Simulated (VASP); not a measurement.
Wanted: the native input for a VASP 6.6.1 run.

- Task: single point
- Functional: PBE
- Dispersion: D3(BJ)
- Potentials or basis: VASP PAW PBE potentials, release 64 (Mg)
- Cutoff: 520 eV
- k mesh: 15 × 15 × 8
- Occupations: gaussian, width 0.1 eV
- Spin: no spin polarisation
- Dipole correction: no
- Further INCAR settings: ALGO = Normal; EDIFF = 1e-07; NBANDS = 9

The structure of Mg lies in POSCAR:

```
Mg
1.0
    3.1507531231      0.0000000000      0.0000000000
   -1.5753765615      2.7286322457      0.0000000000
    0.0000000000      0.0000000000      5.0486967115
Mg
2
Direct
    0.3333333333      0.6666666667      0.2500000000
    0.6666666667      0.3333333333      0.7500000000
```

These files were run (other wordings do the same):

INCAR

```
SYSTEM = Mg
  ALGO = Normal
  EDIFF = 1E-7
  ENCUT = 520
  GGA = PE
  ISIF = 2
  ISMEAR = 0
  IVDW = 12
  LASPH = .True.
  LCHARG = .True.
  LELF = .True.
  LREAL = .False.
  LVHAR = .True.
  LWAVE = .False.
  NBANDS = 9
  NELM = 60
  PREC = Accurate
  SIGMA = 0.1
```

KPOINTS

```
k-points
0
Gamma
  15 15 8
  0 0 0
```

Potentials or basis: VASP PAW PBE potentials, release 64 (Mg).

Command:

```console
$ cat potpaw_PBE.64/Mg/POTCAR > POTCAR
$ mpirun -np 1 vasp_std > vasp.out
```

Results of the run:

```json
{"Pressure": "-0.1 GPa", "Band gap on the k mesh": "zero (band 2 reaches 3.83 eV, above the bottom of band 3 at 1.82 eV)", "Dispersion energy per atom": "-0.300 eV"}
```

Caveat: pairwise dispersion overbinds metals, which lowers pressure and volume.

It took 23 s on 1 thread of Intel(R) Xeon(R) Platinum 8259CL CPU @ 2.50GHz (Skylake/Cascade Lake), on a shared host, peak memory 0.2 GiB.
